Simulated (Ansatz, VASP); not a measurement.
Hf2B3 in VASP and in Ansatz

File INCAR:

```
SYSTEM = Hf2B3
PREC     = Accurate       ! precision mode
ENCUT    = 600            ! plane-wave cutoff, eV
EDIFF    = 1E-6           ! SCF threshold, eV
ISMEAR   = 0              ! smearing method
SIGMA    = 0.1            ! smearing width, eV
LREAL    = .False.        ! projectors in reciprocal space
LASPH    = .True.         ! aspherical terms in the spheres
NELM     = 100            ! most SCF steps
ALGO     = Normal         ! electronic algorithm
ISIF     = 3              ! what is computed and relaxed
LWAVE    = .False.        ! write WAVECAR
LCHARG   = .False.        ! write CHGCAR
GGA      = PE             ! functional
IBRION   = 2              ! ionic algorithm
NSW      = 100            ! ionic steps
EDIFFG   = -0.01          ! ionic threshold
```

KPOINTS

```
Automatic mesh
0
Gamma
  12 12 8
  0 0 0
```

File POSCAR:

```
Hf2B3
1.0
    4.5241681375      0.0000000000      0.0000000000
   -2.2620840688      3.9180445381      0.0000000000
    0.0000000000      0.0000000000      4.6926166734
Hf B
2 3
Direct
    0.3333333333      0.6666666667      0.5000000000
    0.6666666667      0.3333333333      0.5000000000
    0.0000000000      0.0000000000      0.8321186593
    0.0000000000      0.0000000000      0.1678813407
    0.0000000000      0.0000000000      0.5000000000
```

Input for Ansatz:

```yaml
crystal:
  lattice:
    - [4.5241681375, 0.0, 0.0]
    - [-2.2620840688, 3.9180445381, 0.0]
    - [0.0, 0.0, 4.6926166734]
  atoms:
    - { symbol: Hf, position: [0.3333333333, 0.6666666667, 0.5] }
    - { symbol: Hf, position: [0.6666666667, 0.3333333333, 0.5] }
    - { symbol: B, position: [0.0, 0.0, 0.8321186593] }
    - { symbol: B, position: [0.0, 0.0, 0.1678813407] }
    - { symbol: B, position: [0.0, 0.0, 0.5] }
basis:
  ecutwfc: 420
kpoints:
  mp_grid: { grid: [12, 12, 8] }
hamiltonian:
  xc: pbe
scf:
  occupations: { method: gaussian, width: 0.1 }
output:
  forces: true
  stress: true
  eigenvalues: true
  write_density: true
  write_potential: true
  elf: true
  volumetric_format: npy
relax:
  adjacent_minimum: "off"
  f_tol: 0.01
  max_steps: 80
  cell: { stress_tol: 0.05 }
```

Alike in both runs: task relaxation of cell and atoms; functional PBE; k mesh 12 × 12 × 8; occupations gaussian, width 0.1 eV; no spin polarisation.

|  | VASP | Ansatz |
| --- | --- | --- |
| version | VASP 6.6.1 | Ansatz 0.2.0 |
| potentials or method | VASP PAW PBE potentials, release 64 (Hf_pv, B), cutoff 600 eV | scalar-relativistic, plane waves, PAW |
| valence electrons in the cell | 29 | 61 |

|  | VASP | Ansatz | Ansatz less VASP |
| --- | --- | --- | --- |
| gap on the k mesh at the Fermi level, each at its own relaxed structure (eV) | none | none | - |
| relaxed volume (Å³/atom) | 16.64 | 16.72 | +0.081 |
| relaxed cell length with the largest relative difference (Å) | 4.525 | 4.536 | +0.0108 |

A gap of «none» marks a metal or a gap that the smearing closes. VASP's potentials hold 29 valence electrons a cell and Ansatz's 61, so a difference there can come from the potentials and not from the codes.

Neither program's run includes spin-orbit coupling. Noted on VASP's run: too few bands were computed for a metal, which touches its energy and stress.
